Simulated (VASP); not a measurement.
# F (Im-3m) in VASP: a series of runs

F is run at these levels: PBEsol; tasks: single point.

All numbers are computed with VASP 6.6.1; they aren't measurements. Logs are shortened: lines on timing, memory, paths and dates and some standing lists are left out, and cuts for length are marked.

## (1) The cell of the first run

Symmetry: Im-3m, No. 229, cubic system. The conventional cell has a = 2.571 Å, b = 2.571 Å, c = 2.571 Å, α = 90.00°, β = 90.00°, γ = 90.00°. F (site symmetry m-3m) has 14 F at 2.23 to 2.57 Å within 2.9 Å.

## (2) Single point, PBEsol (volume scaled by 0.92)

INCAR

```
SYSTEM = F
PREC = Accurate ; ENCUT = 520
EDIFF = 1E-6 ; ISMEAR = -1
SIGMA = 0.1 ; LREAL = .FALSE.
LASPH = .TRUE. ; NELM = 60
ALGO = Normal ; ISIF = 2
LWAVE = .FALSE. ; LCHARG = .TRUE.
GGA = PS ; LELF = .TRUE.
LVHAR = .TRUE. ; NBANDS = 10
```

KPOINTS

```
Automatic mesh
0
G
  20 20 20
  0 0 0
```

POSCAR

```
F
1.0
   -1.2857308146      1.2857308146      1.2857308146
    1.2857308146     -1.2857308146      1.2857308146
    1.2857308146      1.2857308146     -1.2857308146
F
1
Direct
    0.0000000000      0.0000000000      0.0000000000
```

Potentials or basis: VASP PAW PBE potentials, release 64 (F).

On the command line:

```
$ cat potpaw_PBE.64/F/POTCAR > POTCAR
$ mpirun -np 1 vasp_std > vasp.out
```

OUTCAR:

```text
SYSTEM = F
   PREC = Accurate
   ENCUT = 520
   EDIFF = 1E-6
   ISMEAR = -1
   LREAL = .FALSE.
   LASPH = .TRUE.
   NELM = 60
   ISIF = 2
   GGA = PS

 ion  position               nearest neighbor table
   1  0.000  0.000  0.000-

  LATTYP: Found a body centered cubic cell.
 ALAT       =     2.5714616292

  Lattice vectors:

 A1 = (  -1.2857308146,   1.2857308146,   1.2857308146)
 A2 = (   1.2857308146,  -1.2857308146,   1.2857308146)
 A3 = (   1.2857308146,   1.2857308146,  -1.2857308146)

Analysis of symmetry for initial positions (statically):
=====================================================================
 Subroutine PRICEL returns:
 Original cell was already a primitive cell.

 Routine SETGRP: Setting up the symmetry group for a
 body centered cubic supercell.

 Subroutine GETGRP returns: Found 48 space group operations
 (whereof 48 operations were pure point group operations)
 out of a pool of 48 trial point group operations.

The static configuration has the point symmetry O_h .

Analysis of symmetry for dynamics (positions and initial velocities):
=====================================================================
 Subroutine PRICEL returns:
 Original cell was already a primitive cell.

 Routine SETGRP: Setting up the symmetry group for a
 body centered cubic supercell.

 Subroutine GETGRP returns: Found 48 space group operations
 (whereof 48 operations were pure point group operations)
 out of a pool of 48 trial point group operations.

The dynamic configuration has the point symmetry O_h .

 Subroutine INISYM returns: Found 48 space group operations
 (whereof 48 operations are pure point group operations),
 and found     1 'primitive' translations

----------------------------------------------------------------------------------------

                                     Primitive cell

  volume of cell :       8.5018

  direct lattice vectors                    reciprocal lattice vectors
    -1.285730815  1.285730815  1.285730815     0.000000000  0.388883889  0.388883889
     1.285730815 -1.285730815  1.285730815     0.388883889  0.000000000  0.388883889
     1.285730815  1.285730815 -1.285730815     0.388883889  0.388883889  0.000000000

  length of vectors
     2.226951096  2.226951096  2.226951096     0.549964871  0.549964871  0.549964871

  position of ions in fractional coordinates (direct lattice)
     0.000000000  0.000000000  0.000000000

  ion indices of the primitive-cell ions
   primitive index   ion index
                 1           1

----------------------------------------------------------------------------------------

 KPOINTS: Automatic mesh

Automatic generation of k-mesh.
 Grid dimensions read from file:
 generate k-points for:   20   20   20

 Generating k-lattice:

  Cartesian coordinates                     Fractional coordinates (reciprocal lattice)
     0.000000000  0.019444194  0.019444194     0.050000000  0.000000000  0.000000000
     0.019444194  0.000000000  0.019444194     0.000000000  0.050000000  0.000000000
     0.019444194  0.019444194  0.000000000     0.000000000  0.000000000  0.050000000

  Length of vectors
     0.027498244  0.027498244  0.027498244

  Shift w.r.t. Gamma in fractional coordinates (k-lattice)
     0.000000000  0.000000000  0.000000000

 Subroutine IBZKPT returns following result:
 ===========================================

 Found    256 irreducible k-points:

 Following reciprocal coordinates:
            Coordinates               Weight
  0.000000  0.000000  0.000000      1.000000
  0.050000  0.000000  0.000000     12.000000
  0.100000  0.000000  0.000000     12.000000
  0.150000  0.000000  0.000000     12.000000
  0.200000  0.000000  0.000000     12.000000
  0.250000  0.000000  0.000000     12.000000
[... 16 lines left out ...]
  0.200000  0.100000  0.000000     48.000000
  0.250000  0.100000  0.000000     48.000000
 [... further k-points ...]
   k-points           NKPTS =    256   k-points in BZ     NKDIM =    256   number of bands    NBANDS=     10
   number of dos      NEDOS =    301   number of ions     NIONS =      1
   total plane-waves  NPLWV =   5832
   dimension x,y,z NGX =    18 NGY =   18 NGZ =   18
   dimension x,y,z NGXF=    36 NGYF=   36 NGZF=   36
   ions per type =               1
   NGX,Y,Z   is equivalent  to a cutoff of  13.44, 13.44, 13.44 a.u.
   NGXF,Y,Z  is equivalent  to a cutoff of  26.87, 26.87, 26.87 a.u.
 SYSTEM =  F
   PREC   = accura    normal or accurate (medium, high low for compatibility)
   ISTART =      0    job   : 0-new  1-cont  2-samecut
   ICHARG =      2    charge: 1-file 2-atom 10-const
   ISPIN  =      1    spin polarized calculation?
   LNONCOLLINEAR =      F non collinear calculations
   LSORBIT =      F    spin-orbit coupling
   LASPH  =      T    aspherical Exc in radial PAW
   ENCUT  =  520.0 eV  38.22 Ry    6.18 a.u.   4.14  4.14  4.14*2*pi/ulx,y,z
   NELM   =     60;   NELMIN=  2; NELMDL= -5     # of ELM steps
   EDIFF  = 0.1E-05   stopping-criterion for ELM
   LREAL  =      F    real-space projection
   EDIFFG = 0.1E-04   stopping-criterion for IOM
   NSW    =      0    number of steps for IOM
   IBRION =     -1    ionic relax: 0-MD 1-quasi-New 2-CG
   NFREE  =      0    steps in history (QN), initial steepest desc. (CG)
   ISIF   =      2    stress and relaxation
   ISYM   =      2    0-nonsym 1-usesym 2-fastsym
   POTIM  = 0.5000    time-step for ionic-motion
   TEBEG  =    0.0;   TEEND  =   0.0 temperature during run
   PSTRESS=    0.0 pullay stress
   NELECT =       7.0000    total number of electrons
   NUPDOWN=      -1.0000    fix difference up-down
   EMIN   =  10.00;   EMAX   =-10.00  energy-range for DOS
   EFERMI =   0.00;   METHOD = LEGACY
   ISMEAR =    -1;   SIGMA  =   0.10  broadening in eV -4-tet -1-fermi 0-gaus
   EFERMI_NEDOS =   21; number of points for ismear=-14 and -15
   IALGO  =     38    algorithm
   IMIX   =      4    mixing-type and parameters
     AMIX     =   0.40;   BMIX     =  1.00
     AMIX_MAG =   1.60;   BMIX_MAG =  1.00
  volume/ion in A,a.u.               =       8.50        57.37
  Fermi-wavevector in a.u.,A,eV,Ry     =   1.534396  2.899588 32.033164  2.354371
  Thomas-Fermi vector in A             =   2.641330
   LORBIT       =      0    0 simple, 1 ext, 2 COOP (PROOUT), +10 PAW based schemes
   GGA     = PS    functional components
   LHFCALC =     F    Hartree Fock is set to
   AEXX    =    0.0000 exact exchange contribution
   IVDW    =     0    specifies the selected vdW correction
   LEPSILON=     F    determine dielectric tensor
   LRPA    =     F    only Hartree local field effects (RPA)
 non-spin polarized calculation
  energy-cutoff  :      520.00
  volume of cell :        8.50
 maximum number of plane-waves:       240
 NGX is ok and might be reduce to    18
   NGX =  9   NGY =  9   NGZ =  9

 number of electron       7.0000009 magnetization

 Free energy of the ion-electron system (eV)
  ---------------------------------------------------
  ext. energy  EPLUGINS =         0.00000000
  ---------------------------------------------------
  free energy    TOTEN  =        -0.99385780 eV

  energy without entropy =       -0.92525000  energy(sigma->0) =       -0.95955390

 E-fermi :  -1.7394     XC(G=0): -11.6221

 val. band max:       -1.7410724749   @ k =   0.2000   0.1000   0.1000
 cond. band min:      -1.7391334318   @ k =   0.2500   0.1500   0.0500
 fundamental gap:      0.0019390431
 Fermi energy:        -1.7393711111

 k-point     1 :       0.0000    0.0000    0.0000
  band No.  band energies     occupation
      1     -24.6417      2.00000
      2      -1.1440      0.00518
      3      -1.1440      0.00518
      4      -1.1440      0.00518
      5      13.3485      0.00000
      6      36.7034      0.00000
      7      36.7034      0.00000
      8      36.7034      0.00000
      9      40.0885      0.00000
     10      40.0885      0.00000

 k-point     2 :       0.0500    0.0000    0.0000
  band No.  band energies     occupation
      1     -24.5908      2.00000
      2      -1.3033      0.02523
      3      -1.1795      0.00738
      4      -1.1485      0.00542
      5      13.5136      0.00000
      6      35.8379      0.00000
      7      36.0118      0.00000
      8      36.8751      0.00000
      9      38.9190      0.00000
     10      39.4092      0.00000

 k-point     3 :       0.1000    0.0000    0.0000
  band No.  band energies     occupation
      1     -24.4408      2.00000
      2      -1.7543      1.07435
      3      -1.2815      0.02034
      4      -1.1617      0.00618
      5      13.9812      0.00000
      6      33.5106      0.00000
      7      34.6207      0.00000
      8      37.3829      0.00000
      9      38.4077      0.00000
     10      38.7378      0.00000

 k-point     4 :       0.1500    0.0000    0.0000
  band No.  band energies     occupation
      1     -24.2003      2.00000
      2      -2.4288      1.99797
      3      -1.4381      0.09373
      4      -1.1825      0.00760
      5      14.6766      0.00000
      6      30.9931      0.00000
      7      33.1554      0.00000
      8      37.5764      0.00000
      9      38.1943      0.00000
     10      39.1688      0.00000

 k-point     5 :       0.2000    0.0000    0.0000
  band No.  band energies     occupation
      1     -23.8830      2.00000
      2      -3.2438      2.00000
      3      -1.6310      0.50563
      4      -1.2092      0.00991
      5      15.5104      0.00000
      6      28.7079      0.00000
      7      31.8063      0.00000
      8      36.9768      0.00000
      9      39.2634      0.00000
     10      39.8516      0.00000

 k-point     6 :       0.2500    0.0000    0.0000
  band No.  band energies     occupation
      1     -23.5108      2.00000
      2      -4.1187      2.00000
      3      -1.8395      1.46280
      4      -1.2394      0.01339
      5      16.3922      0.00000
      6      26.7510      0.00000
      7      30.6333      0.00000
      8      36.6077      0.00000
      9      40.5223      0.00000
     10      40.6613      0.00000

 k-point     7 :       0.3000    0.0000    0.0000
  band No.  band energies     occupation
      1     -23.1131      2.00000
      2      -4.9784      2.00000
      3      -2.0428      1.90823
      4      -1.2703      0.01819
      5      17.2333      0.00000
      6      25.1588      0.00000
      7      29.6599      0.00000
      8      36.4445      0.00000
      9      41.4777      0.00000
     10      41.8795      0.00000

 k-point     8 :       0.3500    0.0000    0.0000
  band No.  band energies     occupation
      1     -22.7289      2.00000
      2      -5.7519      2.00000
      3      -2.2220      1.98410
      4      -1.2988      0.02412
      5      17.9528      0.00000
      6      23.9547      0.00000
      7      28.8965      0.00000
      8      36.4435      0.00000
      9      42.1628      0.00000
     10      43.2167      0.00000

 k-point     9 :       0.4000    0.0000    0.0000
  band No.  band energies     occupation
      1     -22.4027      2.00000
      2      -6.3706      2.00000
      3      -2.3615      1.99604
      4      -1.3219      0.03028
      5      18.4760      0.00000
      6      23.1491      0.00000
      7      28.3486      0.00000
      8      36.5383      0.00000
      9      42.6168      0.00000
     10      44.3714      0.00000
[... 118 lines left out ...]
 k-point    19 :       0.4000    0.0500    0.0000
  band No.  band energies     occupation
      1     -22.2590      2.00000
      2      -6.5654      2.00000
      3      -2.4714      1.99868
      4      -1.3848      0.05607
      5      18.7665      0.00000
      6      22.8694      0.00000
      7      27.9456      0.00000
      8      36.7455      0.00000
      9      43.0196      0.00000
     10      44.8410      0.00000

 k-point    20 :       0.4500    0.0500    0.0000
  band No.  band energies     occupation
      1     -22.1076      2.00000
      2      -6.8338      2.00000
      3      -2.5352      1.99930
      4      -1.3957      0.06235
      5      18.9634      0.00000
      6      22.5933      0.00000
      7      27.7387      0.00000
      8      36.8181      0.00000
      9      43.1404      0.00000
     10      45.4139      0.00000

 k-point    21 :       0.1000    0.1000    0.0000
  band No.  band energies     occupation
      1     -24.0612      2.00000
      2      -2.7591      1.99993
      3      -1.4714      0.12832
      4      -1.2913      0.02240
      5      15.0639      0.00000
      6      30.3107      0.00000
      7      31.7195      0.00000
      8      37.3470      0.00000
      9      38.6026      0.00000
     10      40.6576      0.00000

 k-point    22 :       0.1500    0.1000    0.0000
  band No.  band energies     occupation
      1     -23.7531      2.00000
      2      -3.4742      2.00000
      3      -1.6839      0.72966
      4      -1.3466      0.03861
      5      15.8623      0.00000
      6      28.3719      0.00000
      7      30.4537      0.00000
      8      37.2182      0.00000
      9      39.5577      0.00000
     10      41.3308      0.00000

 k-point    23 :       0.2000    0.1000    0.0000
  band No.  band energies     occupation
      1     -23.3929      2.00000
      2      -4.2441      2.00000
      3      -1.9382      1.75913
      4      -1.3918      0.06003
      5      16.7261      0.00000
      6      26.5754      0.00000
      7      29.4437      0.00000
      8      37.1196      0.00000
      9      40.6654      0.00000
     10      42.0360      0.00000

 k-point    24 :       0.2500    0.1000    0.0000
  band No.  band energies     occupation
      1     -23.0097      2.00000
      2      -5.0057      2.00000
      3      -2.1940      1.97902
      4      -1.4334      0.08957
      5      17.5713      0.00000
      6      25.0632      0.00000
      7      28.6298      0.00000
      8      37.0703      0.00000
      9      41.8201      0.00000
     10      42.8253      0.00000

 [... further k-points ...]
[... 5 lines left out ...]
  --------------------------------------------------------------------------------------
  -------------------------------------------------------------------------------------
  Total        0.3326172      0.3326172      0.3326172      0.0000000     -0.0000000      0.0000000
  in kB       62.6823217     62.6823217     62.6823217      0.0000000     -0.0000000      0.0000000
  external PRESSURE =      62.6823217 kB  Pullay stress =       0.0000000 kB

 VOLUME and BASIS-vectors are now :
 -----------------------------------------------------------------------------
  energy-cutoff  :      520.00
  volume of cell :        8.50
      direct lattice vectors                 reciprocal lattice vectors
    -1.285730815  1.285730815  1.285730815     0.000000000  0.388883889  0.388883889
     1.285730815 -1.285730815  1.285730815     0.388883889  0.000000000  0.388883889
     1.285730815  1.285730815 -1.285730815     0.388883889  0.388883889  0.000000000

 POSITION                                       TOTAL-FORCE (eV/Angst)
 -----------------------------------------------------------------------------------
      0.00000      0.00000      0.00000        -0.000000      0.000000     -0.000000
 -----------------------------------------------------------------------------------
    total drift:                                0.000000     -0.000000      0.000000

  FREE ENERGIE OF THE ION-ELECTRON SYSTEM (eV)
  ---------------------------------------------------
  free  energy   TOTEN  =        -0.9938578018 eV

  energy  without entropy=       -0.9252499996  energy(sigma->0) =       -0.95955390
```

Wall time 8.8 s (1 thread of AMD EPYC 9R45 (Zen 5), shared host); peak memory 0.09 GiB.

What came out:

| Property | Result |
| --- | --- |
| Free energy | -0.9939 eV |
| Pressure | 6.3 GPa |

Caveat: the PAW data sets were made with another functional, which shifts forces and pressure a little; an odd number of electrons without spin polarisation forces a metal; a magnetic or distorted state may lie lower.

(Part 1 of 2 ends here.)
